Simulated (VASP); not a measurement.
# Ta (Fm-3m) in VASP: further runs

The runs below take Ta through single point, with revPBE.

Program: VASP 6.6.1. These are calculated values, not measurements. Logs are shortened: lines on timing, memory, paths and dates and some standing lists are left out, and cuts for length are marked.

## Step 1: The cell of the first run

It takes space group Fm-3m (No. 225, cubic). The conventional cell has a = 4.124 Å, b = 4.124 Å, c = 4.124 Å, α = 90.00°, β = 90.00°, γ = 90.00°. Within 3.8 Å of Ta (site symmetry m-3m) lie 12 Ta at 2.92 Å.

## Step 2: Single point, revPBE (volume scaled by 0.92)

INCAR

```
PREC = Accurate
ENCUT = 520
EDIFF = 1E-7
ISMEAR = -1
SIGMA = 0.1
LREAL = False
LASPH = True
NELM = 100
ALGO = Normal
ISIF = 2
LWAVE = False
LCHARG = True
GGA = RE
LELF = True
LVHAR = True
NBANDS = 12
```

KPOINTS

```
regular mesh
0
Gamma
  14 14 14
```

POSCAR

```
Ta
1.0
    0.0000000000      2.0621806431      2.0621806431
    2.0621806431      0.0000000000      2.0621806431
    2.0621806431      2.0621806431      0.0000000000
Ta
1
Direct
    0.0000000000      0.0000000000      0.0000000000
```

Potentials or basis: VASP PAW PBE potentials, release 64 (Ta_pv).

The run is started by

```
cat potpaw_PBE.64/Ta_pv/POTCAR > POTCAR
mpirun -np 1 vasp_std > vasp.out
```

OUTCAR:

```text
PREC = Accurate
   ENCUT = 520
   EDIFF = 1E-7
   ISMEAR = -1
   LREAL = False
   LASPH = True
   NELM = 100
   ISIF = 2
   GGA = RE

 ion  position               nearest neighbor table
   1  0.000  0.000  0.000-

  LATTYP: Found a face centered cubic cell.
 ALAT       =     4.1243612862

  Lattice vectors:

 A1 = (   0.0000000000,   2.0621806431,   2.0621806431)
 A2 = (   2.0621806431,   0.0000000000,   2.0621806431)
 A3 = (   2.0621806431,   2.0621806431,   0.0000000000)

Analysis of symmetry for initial positions (statically):
[... 33 lines left out ...]
                                     Primitive cell

  volume of cell :      17.5392

  direct lattice vectors                    reciprocal lattice vectors
     0.000000000  2.062180643  2.062180643    -0.242461785  0.242461785  0.242461785
     2.062180643  0.000000000  2.062180643     0.242461785 -0.242461785  0.242461785
     2.062180643  2.062180643  0.000000000     0.242461785  0.242461785 -0.242461785

  length of vectors
     2.916363834  2.916363834  2.916363834     0.419956131  0.419956131  0.419956131

  position of ions in fractional coordinates (direct lattice)
     0.000000000  0.000000000  0.000000000

  ion indices of the primitive-cell ions
   primitive index   ion index
                 1           1

----------------------------------------------------------------------------------------

 KPOINTS: regular mesh

Automatic generation of k-mesh.
 Grid dimensions read from file:
 generate k-points for:   14   14   14

 Generating k-lattice:

  Cartesian coordinates                     Fractional coordinates (reciprocal lattice)
    -0.017318699  0.017318699  0.017318699     0.071428571  0.000000000  0.000000000
     0.017318699 -0.017318699  0.017318699     0.000000000  0.071428571  0.000000000
     0.017318699  0.017318699 -0.017318699     0.000000000  0.000000000  0.071428571

  Length of vectors
     0.029996866  0.029996866  0.029996866

  Shift w.r.t. Gamma in fractional coordinates (k-lattice)
     0.000000000  0.000000000  0.000000000

 Subroutine IBZKPT returns following result:
 ===========================================

 Found    104 irreducible k-points:

 Following reciprocal coordinates:
            Coordinates               Weight
  0.000000  0.000000  0.000000      1.000000
  0.071429  0.000000  0.000000      8.000000
[... 37 lines left out ...]
   LSORBIT =      F    spin-orbit coupling
   LASPH  =      T    aspherical Exc in radial PAW
   ENCUT  =  520.0 eV  38.22 Ry    6.18 a.u.   5.42  5.42  5.42*2*pi/ulx,y,z
   NELM   =    100;   NELMIN=  2; NELMDL= -5     # of ELM steps
   EDIFF  = 0.1E-06   stopping-criterion for ELM
   LREAL  =      F    real-space projection
   EDIFFG = 0.1E-05   stopping-criterion for IOM
   NSW    =      0    number of steps for IOM
   IBRION =     -1    ionic relax: 0-MD 1-quasi-New 2-CG
   NFREE  =      0    steps in history (QN), initial steepest desc. (CG)
   ISIF   =      2    stress and relaxation
   ISYM   =      2    0-nonsym 1-usesym 2-fastsym
   POTIM  = 0.5000    time-step for ionic-motion
   TEBEG  =    0.0;   TEEND  =   0.0 temperature during run
   PSTRESS=    0.0 pullay stress
   NELECT =      11.0000    total number of electrons
   NUPDOWN=      -1.0000    fix difference up-down
   EMIN   =  10.00;   EMAX   =-10.00  energy-range for DOS
   EFERMI =   0.00;   METHOD = LEGACY
   ISMEAR =    -1;   SIGMA  =   0.10  broadening in eV -4-tet -1-fermi 0-gaus
   EFERMI_NEDOS =   21; number of points for ismear=-14 and -15
   IALGO  =     38    algorithm
   IMIX   =      4    mixing-type and parameters
     AMIX     =   0.40;   BMIX     =  1.00
     AMIX_MAG =   1.60;   BMIX_MAG =  1.00
  volume/ion in A,a.u.               =      17.54       118.36
  Fermi-wavevector in a.u.,A,eV,Ry     =   1.401315  2.648101 26.717529  1.963683
  Thomas-Fermi vector in A             =   2.524188
   LORBIT       =      0    0 simple, 1 ext, 2 COOP (PROOUT), +10 PAW based schemes
   GGA     = RE    functional components
   LHFCALC =     F    Hartree Fock is set to
   AEXX    =    0.0000 exact exchange contribution
   IVDW    =     0    specifies the selected vdW correction
   LEPSILON=     F    determine dielectric tensor
   LRPA    =     F    only Hartree local field effects (RPA)
 non-spin polarized calculation
  energy-cutoff  :      520.00
  volume of cell :       17.54
 maximum number of plane-waves:       495
 NGX is ok and might be reduce to    24
   NGX = 11   NGY = 11   NGZ = 11

 number of electron      10.9999999 magnetization

 Free energy of the ion-electron system (eV)
  ---------------------------------------------------
  ext. energy  EPLUGINS =         0.00000000
  ---------------------------------------------------
  free energy    TOTEN  =       -11.12220161 eV

  energy without entropy =      -11.08388783  energy(sigma->0) =      -11.10304472

 E-fermi :   6.1936     XC(G=0): -12.7196

 val. band max:        6.1770044265   @ k =  -0.4286   0.2143   0.0714
 cond. band min:       6.2161949895   @ k =   0.3571   0.2143   0.0714
 fundamental gap:      0.0391905630
 Fermi energy:         6.1936034937

 k-point     1 :       0.0000    0.0000    0.0000
  band No.  band energies     occupation
      1     -27.2278      2.00000
      2     -27.2278      2.00000
      3     -27.2278      2.00000
      4      -2.2512      2.00000
      5       6.5949      0.03552
      6       6.5949      0.03552
      7       6.5949      0.03552
      8       9.8937      0.00000
      9       9.8937      0.00000
     10      18.7886      0.00000
     11      20.5679      0.00000
     12      24.0009      0.00000
[... 331 lines left out ...]
 k-point    24 :       0.2857    0.1429    0.0000
  band No.  band energies     occupation
      1     -27.8802      2.00000
      2     -27.4011      2.00000
      3     -27.3887      2.00000
      4       0.4579      2.00000
      5       4.7166      2.00000
      6       6.7235      0.00994
      7       7.7601      0.00000
      8       9.1378      0.00000
      9      10.9661      0.00000
     10      20.5428      0.00000
     11      20.6554      0.00000
     12      23.8525      0.00000

 [... further k-points ...]
[... 5 lines left out ...]
  --------------------------------------------------------------------------------------
  -------------------------------------------------------------------------------------
  Total        1.9904029      1.9904029      1.9904029     -0.0000000      0.0000000     -0.0000000
  in kB      181.8199185    181.8199185    181.8199185     -0.0000000      0.0000000     -0.0000000
  external PRESSURE =     181.8199185 kB  Pullay stress =       0.0000000 kB

 VOLUME and BASIS-vectors are now :
 -----------------------------------------------------------------------------
  energy-cutoff  :      520.00
  volume of cell :       17.54
      direct lattice vectors                 reciprocal lattice vectors
     0.000000000  2.062180643  2.062180643    -0.242461785  0.242461785  0.242461785
     2.062180643  0.000000000  2.062180643     0.242461785 -0.242461785  0.242461785
     2.062180643  2.062180643  0.000000000     0.242461785  0.242461785 -0.242461785

 POSITION                                       TOTAL-FORCE (eV/Angst)
 -----------------------------------------------------------------------------------
      0.00000      0.00000      0.00000        -0.000000      0.000000      0.000000
 -----------------------------------------------------------------------------------
    total drift:                               -0.000000      0.000000     -0.000000

  FREE ENERGIE OF THE ION-ELECTRON SYSTEM (eV)
  ---------------------------------------------------
  free  energy   TOTEN  =       -11.1222016111 eV

  energy  without entropy=      -11.0838878345  energy(sigma->0) =      -11.10304472
```

OSZICAR:

```text
N       E                     dE             d eps       ncg     rms          rms(c)
DAV:   1     0.616523749759E+02    0.61652E+02   -0.61176E+03  2496   0.882E+02
DAV:   2    -0.105603828585E+02   -0.72213E+02   -0.70396E+02  2808   0.246E+02
DAV:   3    -0.115483133011E+02   -0.98793E+00   -0.97794E+00  2988   0.273E+01
DAV:   4    -0.115508821009E+02   -0.25688E-02   -0.25684E-02  2828   0.154E+00
DAV:   5    -0.115508900688E+02   -0.79679E-05   -0.79675E-05  2908   0.806E-02    0.137E+01
DAV:   6    -0.112298139840E+02    0.32108E+00   -0.25973E-01  2924   0.558E+00    0.686E+00
DAV:   7    -0.111235072339E+02    0.10631E+00   -0.29138E-01  2876   0.532E+00    0.355E-01
DAV:   8    -0.111223325124E+02    0.11747E-02   -0.69413E-03  2692   0.813E-01    0.252E-01
DAV:   9    -0.111222094901E+02    0.12302E-03   -0.33904E-04  2952   0.201E-01    0.293E-02
DAV:  10    -0.111222016111E+02    0.78790E-05   -0.75999E-06  2756   0.295E-02    0.172E-03
DAV:  11    -0.111222017835E+02   -0.17238E-06   -0.11111E-07  2076   0.378E-03    0.474E-04
DAV:  12    -0.111222015808E+02    0.20271E-06   -0.79525E-09  1404   0.986E-04    0.103E-04
DAV:  13    -0.111222016111E+02   -0.30346E-07   -0.13862E-09  1332   0.422E-04
   1 F= -.11122202E+02 E0= -.11103045E+02  d E =-.383138E-01
```

Run time: 11 s. Hardware: 1 thread of Intel Xeon Platinum 8488C (Sapphire Rapids), shared host; peak memory 0.15 GiB.

Results:

- Free energy: -11.1222 eV
- Pressure: 18.2 GPa

Caveat: the cell differs from its parent crystal (volume scaled by 0.92); the PAW data sets were made with another functional, which shifts forces and pressure a little; spin-orbit coupling is left out, which moves the levels of the heavy elements.

## Step 3: Single point, revPBE (volume scaled by 0.96)

INCAR

```
SYSTEM = Ta
PREC = Accurate
ENCUT = 520
EDIFF = 1E-7
ISMEAR = -1
SIGMA = 0.1
LREAL = .FALSE.
LASPH = .TRUE.
NELM = 60
ALGO = Normal
ISIF = 2
LWAVE = .FALSE.
LCHARG = .FALSE.
GGA = RE
NBANDS = 12
```

KPOINTS

```
Automatic mesh
0
G
  14 14 14
  0 0 0
```

POSCAR

```
Ta
1.0
    0.0000000000      2.0916443473      2.0916443473
    2.0916443473      0.0000000000      2.0916443473
    2.0916443473      2.0916443473      0.0000000000
Ta
1
Direct
    0.0000000000      0.0000000000      0.0000000000
```

Potentials or basis: VASP PAW PBE potentials, release 64 (Ta_pv).

The run is started by

```
cat potpaw_PBE.64/Ta_pv/POTCAR > POTCAR
mpirun -np 1 vasp_std > vasp.out
```

It took 9.7 s on 1 thread of Intel Xeon Platinum 8488C (Sapphire Rapids), shared host; peak memory 0.15 GiB.

Results (log left out):

```yaml
Free_energy: -11.1847 eV
Pressure: 8.3 GPa
```

Levels at points of the mesh, in eV from the Fermi level:
```
           k point  band 3  band 4  band 5  band 6  band 7  band 8
(0.00, 0.00, 0.00)  -33.58   -8.26    0.43    0.43    0.43    3.54
(0.50, 0.00, 0.00)  -33.72   -4.74    0.19    0.19    0.72    5.95
(0.50, 0.50, 0.00)  -33.97   -4.55   -3.49    2.99    5.95    6.66
```

Caveat: the cell differs from its parent crystal (volume scaled by 0.96); the PAW data sets were made with another functional, which shifts forces and pressure a little; spin-orbit coupling is left out, which moves the levels of the heavy elements.

## Step 4: Single point, revPBE

This run uses another cell than the first one, of 19.06 Å³/atom, 1.087 times its volume.

INCAR

```
SYSTEM = Ta
PREC = Accurate ; ENCUT = 520
EDIFF = 1E-7 ; ISMEAR = -1
SIGMA = 0.1 ; LREAL = .FALSE.
LASPH = .TRUE. ; NELM = 60
ALGO = Normal ; ISIF = 2
LWAVE = .FALSE. ; LCHARG = .FALSE.
GGA = RE ; NBANDS = 12
```

KPOINTS is that of step 3.

POSCAR

```
Ta
1.0
    0.0000000000      2.1203005705      2.1203005705
    2.1203005705      0.0000000000      2.1203005705
    2.1203005705      2.1203005705      0.0000000000
Ta
1
Direct
    0.0000000000      0.0000000000      0.0000000000
```

The run is started by

```
cat potpaw_PBE.64/Ta_pv/POTCAR > POTCAR
mpirun -np 1 vasp_std > vasp.out
```

It took 11 s on 1 thread of Intel Xeon Platinum 8488C (Sapphire Rapids), shared host; peak memory 0.15 GiB.

Results (log left out):

| Quantity | Value |
| --- | --- |
| Free energy | -11.2043 eV |
| Pressure | 0.1 GPa |

Levels at points of the mesh, in eV from the Fermi level:
```tsv
k point	band 3	band 4	band 5	band 6	band 7	band 8
(0.00, 0.00, 0.00)	-33.73	-8.08	0.45	0.45	0.45	3.39
(0.50, 0.00, 0.00)	-33.85	-4.57	0.23	0.23	0.58	5.66
(0.50, 0.50, 0.00)	-34.07	-4.31	-3.28	2.76	5.66	6.33
```

Caveat: the PAW data sets were made with another functional, which shifts forces and pressure a little; spin-orbit coupling is left out, which moves the levels of the heavy elements.

## Step 5: Single point, revPBE (volume scaled by 1.04)

INCAR

```
SYSTEM = Ta
PREC = Accurate
ENCUT = 520
EDIFF = 1E-6
ISMEAR = -1
SIGMA = 0.1
LREAL = .False.
LASPH = .True.
NELM = 100
ALGO = Normal
ISIF = 2
LWAVE = .False.
LCHARG = .False.
GGA = RE
NBANDS = 12
```

KPOINTS

```
Automatic mesh
0
Gamma
  14 14 14
  0 0 0
```

POSCAR

```
Ta
1.0
    0.0000000000      2.1482024619      2.1482024619
    2.1482024619      0.0000000000      2.1482024619
    2.1482024619      2.1482024619      0.0000000000
Ta
1
Direct
    0.0000000000      0.0000000000      0.0000000000
```

The run is started by

```
cat potpaw_PBE.64/Ta_pv/POTCAR > POTCAR
mpirun -np 1 vasp_std > vasp.out
```

It took 10 s on 1 thread of Intel Xeon Platinum 8488C (Sapphire Rapids), shared host; peak memory 0.15 GiB.

Results (log left out):

```yaml
Free_energy: -11.1884 eV
Pressure: -6.7 GPa
```

Levels at points of the mesh, in eV from the Fermi level:
```
           k point  band 1  band 2  band 3  band 4  band 5  band 6  band 7  band 8  band 9  band 10
(0.00, 0.00, 0.00)  -33.87  -33.87  -33.87   -7.91    0.46    0.46    0.46    3.25    3.25    12.25
(0.50, 0.00, 0.00)  -34.71  -33.98  -33.98   -4.41    0.26    0.26    0.47    5.39    5.39     9.26
(0.50, 0.50, 0.00)  -34.65  -34.17  -34.17   -4.10   -3.09    2.56    5.38    6.01    6.01    10.56
```

Caveat: the cell differs from its parent crystal (volume scaled by 1.04); the PAW data sets were made with another functional, which shifts forces and pressure a little; spin-orbit coupling is left out, which moves the levels of the heavy elements.

## Step 6: Single point, revPBE (volume scaled by 1.08)

INCAR

```
SYSTEM = Ta
  PREC = Accurate
  ENCUT = 520
  EDIFF = 1E-7
  ISMEAR = -1
  SIGMA = 0.1
  LREAL = .False.
  LASPH = .True.
  NELM = 100
  ALGO = Normal
  ISIF = 2
  LWAVE = .False.
  LCHARG = .False.
  GGA = RE
  NBANDS = 12
```

KPOINTS

```
regular mesh
0
Gamma
  14 14 14
  0 0 0
```

POSCAR

```
Ta
1.0
    0.0000000000      2.1753977852      2.1753977852
    2.1753977852      0.0000000000      2.1753977852
    2.1753977852      2.1753977852      0.0000000000
Ta
1
Direct
    0.0000000000      0.0000000000      0.0000000000
```

Potentials or basis: VASP PAW PBE potentials, release 64 (Ta_pv).

The run is started by

```
cat potpaw_PBE.64/Ta_pv/POTCAR > POTCAR
mpirun -np 1 vasp_std > vasp.out
```

Wall time 10 s (1 thread of Intel Xeon Platinum 8488C (Sapphire Rapids), shared host); peak memory 0.15 GiB.

The run converged. Its results:

| Property | Result |
| --- | --- |
| Free energy | -11.1431 eV |
| Pressure | -12.3 GPa |

Levels at points of the mesh, in eV from the Fermi level:
```csv
k point,band 2,band 3,band 4,band 5,band 6,band 7,band 8,band 9
"(0.00, 0.00, 0.00)",-34.01,-34.01,-7.74,0.46,0.46,0.46,3.11,3.11
"(0.50, 0.00, 0.00)",-34.11,-34.11,-4.26,0.28,0.28,0.38,5.13,5.13
"(0.50, 0.50, 0.00)",-34.27,-34.27,-3.90,-2.93,2.39,5.12,5.72,5.72
```

Caveat: the cell differs from its parent crystal (volume scaled by 1.08); the PAW data sets were made with another functional, which shifts forces and pressure a little; spin-orbit coupling is left out, which moves the levels of the heavy elements.

## Step 7: Overview

```tsv
cell	gap on the mesh (eV)	pressure (GPa)
a = 2.916 Å, angles 60.0°, 1 atom	none	18.2
a = 2.958 Å, angles 60.0°, 1 atom	none	8.3
a = 2.999 Å, angles 60.0°, 1 atom	none	0.1
a = 3.038 Å, angles 60.0°, 1 atom	none	-6.7
a = 3.076 Å, angles 60.0°, 1 atom	none	-12.3
```

Alike in all rows: task single point; level revPBE; potentials or basis VASP PAW PBE potentials, release 64 (Ta_pv); no spin polarisation; k mesh 14 × 14 × 14; cutoff (eV) 520; smearing fermi-dirac 0.1 eV.

Caveats: the PAW data sets were made with another functional, which shifts forces and pressure a little; spin-orbit coupling is left out, which moves the levels of the heavy elements.

Absolute energies hang on the potentials; compare differences alone.
